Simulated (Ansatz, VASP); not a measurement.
**One calculation of Bi2Se3, two programs**

```
Bi Se
1.0
     2.70092   -4.72510    0.00000
     2.70092    4.72510    0.00000
     0.00000    0.00000    6.15604
Bi Se
2 3
Direct
  0.16928 0.83072 0.00000
  0.83072 0.16928 0.00000
  0.00000 0.50000 0.50000
  0.50000 0.00000 0.50000
  0.50000 0.50000 0.50000
```

Alike in both runs: functional PBE; k mesh 4 × 4 × 2; occupations gaussian, width 0.1 eV; no spin polarisation.

Ansatz relaxed the structure, and its values are those at the end. VASP's run is a single point on that final structure, the one shown.

|  | VASP | Ansatz |
| --- | --- | --- |
| version | VASP 6.6.1 | Ansatz 0.2.0 |
| potentials or method | VASP PAW PBE potentials, release 64 (Bi_d, Se), cutoff 520 eV | scalar-relativistic, plane waves, PAW |
| valence electrons in the cell | 48 | 78 |

|  | VASP | Ansatz | Ansatz less VASP |
| --- | --- | --- | --- |
| gap on the k mesh at the Fermi level (eV) | none | none | - |
| pressure (GPa) | 0.0 | 0.0 | +0.02 |

A gap of «none» marks a metal or a gap that the smearing closes. The functional is the same, so the differences come from potentials, cutoffs and numerics. VASP's potentials hold 48 valence electrons a cell and Ansatz's 78, so a difference there can come from the potentials and not from the codes.

The k mesh is coarse, so the values compare programs but aren't converged. Spin-orbit coupling is off throughout.
